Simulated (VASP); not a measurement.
# Cd2S (Cmmm) in VASP: further runs, part 2 of 2

VASP 6.6.1.

## Step 3: Single point, PBE

This run uses another cell than the first one, of 27.29 Å³/atom.

The input, INCAR:

```
SYSTEM = Cd2S
PREC = Accurate
ENCUT = 520
EDIFF = 1E-7
ISMEAR = 0
SIGMA = 0.2
LREAL = .FALSE.
LASPH = .TRUE.
NELM = 80
ALGO = Normal
ISIF = 2
LWAVE = .FALSE.
LCHARG = .FALSE.
GGA = PE
NBANDS = 22
```

The input, KPOINTS:

```
Automatic mesh
0
G
  5 5 5
  0 0 0
```

The input, POSCAR:

```
Cd2S
1.0
    1.8833047898     -5.6343014419      0.0000000000
    1.8833047898      5.6343014419      0.0000000000
    0.0000000000      0.0000000000      3.8582196437
Cd S
2 1
Direct
    0.3477439054      0.6522560946      0.0000000000
    0.6522560946      0.3477439054      0.0000000000
    0.5000000000      0.5000000000      0.5000000000
```

Potentials or basis: VASP PAW PBE potentials, release 64 (Cd, S).

Started as:

```console
cat potpaw_PBE.64/Cd/POTCAR potpaw_PBE.64/S/POTCAR > POTCAR
mpirun -np 1 vasp_std > vasp.out
```

OUTCAR:

```text
SYSTEM = Cd2S
   PREC = Accurate
   ENCUT = 520
   EDIFF = 1E-7
   ISMEAR = 0
   LREAL = .FALSE.
   LASPH = .TRUE.
   NELM = 80
   ISIF = 2
   GGA = PE

 ion  position               nearest neighbor table
   1  0.348  0.652  0.000-   3 2.58   3 2.58   2 2.90   2 2.90   2 3.43
   2  0.652  0.348  0.000-   3 2.58   3 2.58   1 2.90   1 2.90   1 3.43
   3  0.500  0.500  0.500-   1 2.58   2 2.58   1 2.58   2 2.58

  LATTYP: Found a base centered orthorhombic cell.
 ALAT       =     3.7666095796
 B/A-ratio  =     2.9917098244
 C/A-ratio  =     1.0243216246

  Lattice vectors:

 A1 = (   1.8833047898,  -5.6343014419,   0.0000000000)
 A2 = (   1.8833047898,   5.6343014419,   0.0000000000)
 A3 = (   0.0000000000,   0.0000000000,   3.8582196437)

Analysis of symmetry for initial positions (statically):
=====================================================================
 Subroutine PRICEL returns:
 Original cell was already a primitive cell.

 Routine SETGRP: Setting up the symmetry group for a
 base centered orthorhombic supercell.

 Subroutine GETGRP returns: Found  8 space group operations
 (whereof  8 operations were pure point group operations)
 out of a pool of  8 trial point group operations.

The static configuration has the point symmetry D_2h.

Analysis of symmetry for dynamics (positions and initial velocities):
=====================================================================
 Subroutine PRICEL returns:
 Original cell was already a primitive cell.

 Routine SETGRP: Setting up the symmetry group for a
 base centered orthorhombic supercell.

 Subroutine GETGRP returns: Found  8 space group operations
 (whereof  8 operations were pure point group operations)
 out of a pool of  8 trial point group operations.

The dynamic configuration has the point symmetry D_2h.

 Subroutine INISYM returns: Found  8 space group operations
 (whereof  8 operations are pure point group operations),
 and found     1 'primitive' translations

----------------------------------------------------------------------------------------

                                     Primitive cell

  volume of cell :      81.8800

  direct lattice vectors                    reciprocal lattice vectors
     1.883304790 -5.634301442  0.000000000     0.265490749 -0.088742146  0.000000000
     1.883304790  5.634301442  0.000000000     0.265490749  0.088742146  0.000000000
     0.000000000  0.000000000  3.858219644     0.000000000  0.000000000  0.259186903

  length of vectors
     5.940722992  5.940722992  3.858219644     0.279929467  0.279929467  0.259186903

  position of ions in fractional coordinates (direct lattice)
     0.347743905  0.652256095  0.000000000
     0.652256095  0.347743905  0.000000000
     0.500000000  0.500000000  0.500000000

  ion indices of the primitive-cell ions
   primitive index   ion index
                 1           1
                 2           2
                 3           3

----------------------------------------------------------------------------------------

 KPOINTS: Automatic mesh

Automatic generation of k-mesh.
 Grid dimensions read from file:
 generate k-points for:    5    5    5

 Generating k-lattice:

  Cartesian coordinates                     Fractional coordinates (reciprocal lattice)
     0.053098150 -0.017748429  0.000000000     0.200000000  0.000000000  0.000000000
     0.053098150  0.017748429  0.000000000     0.000000000  0.200000000  0.000000000
     0.000000000  0.000000000  0.051837381     0.000000000  0.000000000  0.200000000

  Length of vectors
     0.055985893  0.055985893  0.051837381

  Shift w.r.t. Gamma in fractional coordinates (k-lattice)
     0.000000000  0.000000000  0.000000000

 Subroutine IBZKPT returns following result:
 ===========================================

 Found     27 irreducible k-points:

 Following reciprocal coordinates:
            Coordinates               Weight
  0.000000  0.000000  0.000000      1.000000
  0.200000  0.000000  0.000000      4.000000
  0.400000  0.000000  0.000000      4.000000
  0.200000  0.200000  0.000000      2.000000
  0.400000  0.200000  0.000000      4.000000
 -0.400000  0.200000  0.000000      4.000000
[... 16 lines left out ...]
  0.400000  0.200000  0.400000      8.000000
 -0.400000  0.200000  0.400000      8.000000
 [... further k-points ...]
   k-points           NKPTS =     27   k-points in BZ     NKDIM =     27   number of bands    NBANDS=     22
   number of dos      NEDOS =    301   number of ions     NIONS =      3
   total plane-waves  NPLWV =  69120
   dimension x,y,z NGX =    48 NGY =   48 NGZ =   30
   dimension x,y,z NGXF=    96 NGYF=   96 NGZF=   60
   ions per type =               2   1
   NGX,Y,Z   is equivalent  to a cutoff of  13.43, 13.43, 12.93 a.u.
   NGXF,Y,Z  is equivalent  to a cutoff of  26.86, 26.86, 25.85 a.u.
 SYSTEM =  Cd2S
   PREC   = accura    normal or accurate (medium, high low for compatibility)
   ISTART =      0    job   : 0-new  1-cont  2-samecut
   ICHARG =      2    charge: 1-file 2-atom 10-const
   ISPIN  =      1    spin polarized calculation?
   LNONCOLLINEAR =      F non collinear calculations
   LSORBIT =      F    spin-orbit coupling
   LASPH  =      T    aspherical Exc in radial PAW
   ENCUT  =  520.0 eV  38.22 Ry    6.18 a.u.  11.05 11.05  7.17*2*pi/ulx,y,z
   NELM   =     80;   NELMIN=  2; NELMDL= -5     # of ELM steps
   EDIFF  = 0.1E-06   stopping-criterion for ELM
   LREAL  =      F    real-space projection
   EDIFFG = 0.1E-05   stopping-criterion for IOM
   NSW    =      0    number of steps for IOM
   IBRION =     -1    ionic relax: 0-MD 1-quasi-New 2-CG
   NFREE  =      0    steps in history (QN), initial steepest desc. (CG)
   ISIF   =      2    stress and relaxation
   ISYM   =      2    0-nonsym 1-usesym 2-fastsym
   POTIM  = 0.5000    time-step for ionic-motion
   TEBEG  =    0.0;   TEEND  =   0.0 temperature during run
   PSTRESS=    0.0 pullay stress
   NELECT =      30.0000    total number of electrons
   NUPDOWN=      -1.0000    fix difference up-down
   EMIN   =  10.00;   EMAX   =-10.00  energy-range for DOS
   EFERMI =   0.00;   METHOD = LEGACY
   ISMEAR =     0;   SIGMA  =   0.20  broadening in eV -4-tet -1-fermi 0-gaus
   EFERMI_NEDOS =   21; number of points for ismear=-14 and -15
   IALGO  =     38    algorithm
   IMIX   =      4    mixing-type and parameters
     AMIX     =   0.40;   BMIX     =  1.00
     AMIX_MAG =   1.60;   BMIX_MAG =  1.00
  volume/ion in A,a.u.               =      27.29       184.18
  Fermi-wavevector in a.u.,A,eV,Ry     =   1.171447  2.213714 18.671118  1.372288
  Thomas-Fermi vector in A             =   2.307891
   LORBIT       =      0    0 simple, 1 ext, 2 COOP (PROOUT), +10 PAW based schemes
   GGA     = PE    functional components
   LHFCALC =     F    Hartree Fock is set to
   AEXX    =    0.0000 exact exchange contribution
   IVDW    =     0    specifies the selected vdW correction
   LEPSILON=     F    determine dielectric tensor
   LRPA    =     F    only Hartree local field effects (RPA)
 non-spin polarized calculation
 Gauss-broadening in eV      SIGMA  =   0.20
  energy-cutoff  :      520.00
  volume of cell :       81.88
 maximum number of plane-waves:      2219
 NGX is ok and might be reduce to    48
   NGX = 23   NGY = 23   NGZ = 15

 number of electron      29.9999995 magnetization

 Free energy of the ion-electron system (eV)
  ---------------------------------------------------
  ext. energy  EPLUGINS =         0.00000000
  ---------------------------------------------------
  free energy    TOTEN  =        -6.07741319 eV

  energy without entropy =       -6.07660727  energy(sigma->0) =       -6.07701023

 E-fermi :   1.3947     XC(G=0):  -9.0802

 val. band max:        1.0572159003   @ k =   0.0000   0.0000   0.4000
 cond. band min:       1.6502321143   @ k =   0.2000   0.2000   0.0000
 fundamental gap:      0.5930162141
 Fermi energy:         1.3946944645

 k-point     1 :       0.0000    0.0000    0.0000
  band No.  band energies     occupation
      1     -11.3098      2.00000
      2      -7.4628      2.00000
      3      -7.4396      2.00000
      4      -7.4108      2.00000
      5      -7.3880      2.00000
      6      -7.0384      2.00000
[... 574 lines left out ...]
      6      -7.0841      2.00000
[... 14 lines left out ...]
     21       9.2340      0.00000
     22       9.5003      0.00000

 [... further k-points ...]

------------------------ aborting loop because EDIFF is reached ----------------------------------------

  FORCE on cell =-STRESS in cart. coord.  units (eV):
  Direction    XX          YY          ZZ          XY          YZ          ZX
  --------------------------------------------------------------------------------------
  -------------------------------------------------------------------------------------
  Total        0.0136518      0.4215114      0.2940310      0.0000000      0.0000000      0.0000000
  in kB        0.2671304      8.2478783      5.7534195      0.0000000      0.0000000      0.0000000
  external PRESSURE =       4.7561427 kB  Pullay stress =       0.0000000 kB

 VOLUME and BASIS-vectors are now :
 -----------------------------------------------------------------------------
  energy-cutoff  :      520.00
  volume of cell :       81.88
      direct lattice vectors                 reciprocal lattice vectors
     1.883304790 -5.634301442  0.000000000     0.265490749 -0.088742146  0.000000000
     1.883304790  5.634301442  0.000000000     0.265490749  0.088742146  0.000000000
     0.000000000  0.000000000  3.858219644     0.000000000  0.000000000  0.259186903

 POSITION                                       TOTAL-FORCE (eV/Angst)
 -----------------------------------------------------------------------------------
      1.88330      1.71571      0.00000         0.000000      0.092528     -0.000000
      1.88330     -1.71571      0.00000         0.000000     -0.092528      0.000000
      1.88330      0.00000      1.92911        -0.000000      0.000000      0.000000
 -----------------------------------------------------------------------------------
    total drift:                                0.000000      0.000000     -0.000000

  FREE ENERGIE OF THE ION-ELECTRON SYSTEM (eV)
  ---------------------------------------------------
  free  energy   TOTEN  =        -6.0774131946 eV

  energy  without entropy=       -6.0766072656  energy(sigma->0) =       -6.07701023
```

It took 40 s on 1 thread of Intel Xeon 6975P-C (Granite Rapids), shared host; peak memory 0.26 GiB.

Results:

* Free energy: -6.0774 eV
* Pressure: 0.5 GPa
* Largest force: 0.093 eV/Å
* Band gap on the k mesh: 0.59 eV (least direct gap 1.24 eV)

Forces in eV/Å, atoms in the order of the input:
```
Cd   0.000  0.093  0.000
Cd   0.000 -0.093  0.000
S    0.000  0.000  0.000
```

Stress tensor (GPa, compression positive):
```
0.03 0.00 0.00
0.00 0.82 0.00
0.00 0.00 0.58
```

## Step 4: Relaxation of cell and atoms, PBE

This run uses another cell than the first one, of 28.62 Å³/atom.

The input, INCAR:

```
SYSTEM = Cd2S
PREC = Accurate
ENCUT = 600
EDIFF = 1E-7
ISMEAR = 0
SIGMA = 0.2
LREAL = .False.
LASPH = .True.
NELM = 100
ALGO = Normal
ISIF = 3
LWAVE = .False.
LCHARG = .False.
GGA = PE
IBRION = 2
NSW = 36
EDIFFG = -0.08
```

The input, KPOINTS:

```
regular mesh
0
Gamma
  5 5 5
  0 0 0
```

The input, POSCAR:

```
Cd2S
1.0
    2.4494216900     -3.9951795400      0.0000000000
    2.4494216900      3.9951795400      0.0000000000
    0.0000000000      0.0000000000      4.3873482800
Cd S
2 1
Direct
    0.3348614400      0.6651385600      0.0000000000
    0.6651385600      0.3348614400      0.0000000000
    0.5000000000      0.5000000000      0.5000000000
```

Started as:

```console
cat potpaw_PBE.64/Cd/POTCAR potpaw_PBE.64/S/POTCAR > POTCAR
mpirun -np 1 vasp_std > vasp.out
```

Wall time 8.9 min (1 thread of Intel Xeon 6975P-C (Granite Rapids), shared host); peak memory 0.26 GiB.

It converged, with:

- Free energy: -6.0535 eV
- Relaxed volume: 27.85 Å³/atom
- Relaxed cell: a = 5.953 Å, b = 5.953 Å, c = 3.846 Å, α = 90.00°, β = 90.00°, γ = 142.20°
- Space group after relaxing (to 0.1 Å): Cmmm (No. 65)
- Energy gained by relaxing: 328.1 meV/atom
- Ionic steps: 24
- Pressure after relaxing: -0.1 GPa
- Largest force after relaxing: 0.050 eV/Å
- Band gap on the k mesh: 0.61 eV (least direct gap 1.21 eV)

Forces in eV/Å, atoms in the order of the input:
```
Cd   0.000 -0.050  0.000
Cd   0.000  0.050  0.000
S    0.000  0.000  0.000
```

Stress tensor (GPa, compression positive):
```
-0.43  0.00  0.00
 0.00 -0.02  0.00
 0.00  0.00  0.28
```

Step by step:
| step | energy change (eV) | largest force (eV/Å) | pressure (GPa) | volume (Å³) |
| --- | --- | --- | --- | --- |
| 1 | 0.0000 | 1.5179 | 6.22 | 85.87 |
| 2 | -0.3739 | 0.4004 | -1.42 | 100.21 |
| 3 | -0.3842 | 0.2178 | -0.60 | 97.67 |
| 4 | -0.5314 | 0.1386 | -0.52 | 98.16 |
| 5 | -0.6504 | 0.0065 | -0.04 | 98.32 |
| 6 | -0.6543 | 0.0536 | 0.18 | 98.21 |
| 7 | -0.6924 | 0.3037 | -0.89 | 99.17 |
| 8 | -0.6940 | 0.3779 | -1.11 | 99.35 |
| 9 | -0.7464 | 0.4441 | -0.58 | 95.61 |
| 10 | -0.8235 | 0.5968 | 0.66 | 88.32 |
| 11 | -0.8103 | 0.7087 | 4.99 | 73.23 |
| 12 | -0.8624 | 0.6959 | 2.36 | 81.06 |
| 13 | -0.8582 | 0.7151 | 3.21 | 78.15 |
| 14 | -0.8750 | 0.6559 | 3.03 | 77.69 |
| 15 | -0.9024 | 0.4441 | 2.51 | 76.21 |
| 16 | -0.9024 | 0.3926 | 2.41 | 75.85 |
| 17 | -0.9176 | 0.3982 | 1.95 | 76.74 |
| 18 | -0.9494 | 0.4163 | 0.70 | 79.42 |
| 19 | -0.9596 | 0.4363 | -1.27 | 84.90 |
| 20 | -0.9635 | 0.4328 | -0.68 | 83.03 |
| 21 | -0.9748 | 0.2999 | -0.45 | 83.21 |
| 22 | -0.9830 | 0.0392 | 0.02 | 83.53 |
| 23 | -0.9830 | 0.0473 | 0.01 | 83.52 |
| 24 | -0.9842 | 0.0496 | -0.06 | 83.54 |

Final structure:
```
Cd S
1.0
     1.92841   -5.63237    0.00000
     1.92841    5.63237    0.00000
     0.00000    0.00000    3.84589
Cd S
2 1
Direct
  0.34569 0.65431 0.00000
  0.65431 0.34569 0.00000
  0.50000 0.50000 0.50000
```

Levels at points of the mesh, in eV from the valence-band top:
```csv
k point,band 11,band 12,band 13,band 14,band 15,band 16,band 17,band 18,band 19
"(0.00, 0.00, 0.00)",-7.55,-3.81,-3.36,-1.15,-0.34,3.45,5.09,5.45,6.93
```

Caveat: a cell axis changed by over 15 % at a fixed basis, so the end point is rough; the relaxation stopped at a loose force limit of 0.08 eV/Å, so its end isn't a converged minimum. A k mesh can miss the band edges.

## Step 5: Overview

| task | potentials or basis | cell | k mesh | cutoff (eV) | smearing | gap on the mesh (eV) | pressure (GPa) | largest force (eV/Å) |
| --- | --- | --- | --- | --- | --- | --- | --- | --- |
| single point | VASP PAW PBE potentials, release 64 (Cd_sv_GW, S) | a = 5.962, b = 5.962, c = 3.845 Å, angles 90.0, 90.0, 142.9°, 3 atoms, atomic positions A | 10 × 10 × 10 | 630 | gaussian 0.01 eV | 0.10 | -0.1 | 0.01 |
| single point | VASP PAW PBE potentials, release 64 (Cd, S) | a = 5.941, b = 5.941, c = 3.858 Å, angles 90.0, 90.0, 143.0°, 3 atoms, atomic positions B | 5 × 5 × 5 | 520 | gaussian 0.2 eV | 0.59 | 0.5 | 0.09 |
| relaxation of cell and atoms | VASP PAW PBE potentials, release 64 (Cd, S) | relaxed from a = 4.686, b = 4.686, c = 4.387 Å, angles 90.0, 90.0, 117.0°, 3 atoms, atomic positions C | 5 × 5 × 5 | 600 | gaussian 0.2 eV | 0.61 | -0.1 | 0.05 |

Alike in all rows: level PBE; no spin polarisation.

Caveats: a cell axis changed by over 15 % at a fixed basis, so the end point is rough (at least some runs); the relaxation stopped at a loose force limit of 0.08 eV/Å, so its end isn't a converged minimum (at least some runs).

Total energies depend on the potentials used, so only differences within one code and one set of settings carry meaning.
